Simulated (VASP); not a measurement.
# Ta: relaxation of cell and atoms with PBE

Crystal: Ta.

```
CELL_PARAMETERS angstrom
-1.65939 1.65939 1.65939
1.65939 -1.65939 1.65939
1.65939 1.65939 -1.65939
ATOMIC_POSITIONS crystal
Ta 0.00000 0.00000 0.00000
```

* Program: VASP 6.6.1
* Task: relaxation of cell and atoms
* Functional: PBE
* Potentials or basis: VASP PAW PBE potentials, release 64 (Ta_pv)
* Cutoff: 600 eV
* k mesh: 20 × 20 × 20
* Occupations: fermi-dirac, width 0.15 eV
* Spin: no spin polarisation
* Dipole correction: no
* Further INCAR settings: ALGO = Fast; EDIFF = 1e-06; IBRION = 2; EDIFFG = -0.001; NSW = 80; ISIF = 3

```json
{
 "Relaxed volume": "18.34 Å³/atom",
 "Relaxed cell": "a = 2.877 Å, b = 2.877 Å, c = 2.877 Å, α = 109.47°, β = 109.47°, γ = 109.47°",
 "Space group after relaxing (to 0.1 Å)": "Im-3m (No. 229)",
 "Energy gained by relaxing": "0.1 meV/atom",
 "Ionic steps": "3",
 "Pressure after relaxing": "0.0 GPa",
 "Band gap on the k mesh": "zero (an odd number of electrons rules out a gap without spin polarisation)"
}
```

Step by step:
```tsv
step	energy change (eV)	largest force (eV/Å)	pressure (GPa)	volume (Å³)
1	0.0000	0.0000	0.64	18.28
2	0.0004	0.0000	-1.44	18.47
3	-0.0001	0.0000	0.00	18.34
```

Final structure:
```
Ta
1.0
    -1.66129    1.66129    1.66129
     1.66129   -1.66129    1.66129
     1.66129    1.66129   -1.66129
Ta
1
Direct
  0.00000 0.00000 0.00000
```

Levels at points of the mesh, in eV from the Fermi level:
| k point | band 2 | band 3 | band 4 | band 5 | band 6 | band 7 | band 8 | band 9 |
| --- | --- | --- | --- | --- | --- | --- | --- | --- |
| (0.00, 0.00, 0.00) | -33.17 | -33.17 | -7.88 | 0.70 | 0.70 | 0.70 | 3.91 | 3.91 |
| (0.50, 0.00, 0.00) | -33.53 | -33.18 | -4.33 | -1.52 | 1.47 | 3.78 | 4.79 | 7.59 |
| (0.50, 0.50, 0.50) | -33.94 | -33.94 | -3.73 | -3.73 | 6.66 | 6.66 | 6.66 | 8.46 |

Wall time 46 s on 1 thread of AMD EPYC 9R45 96-Core Processor (Zen 5), with other jobs on the host, peak memory 0.16 GiB.

Caveat: spin-orbit coupling is left out, which moves the levels of the heavy elements. PBE usually gives volumes a little too large and moduli too small.
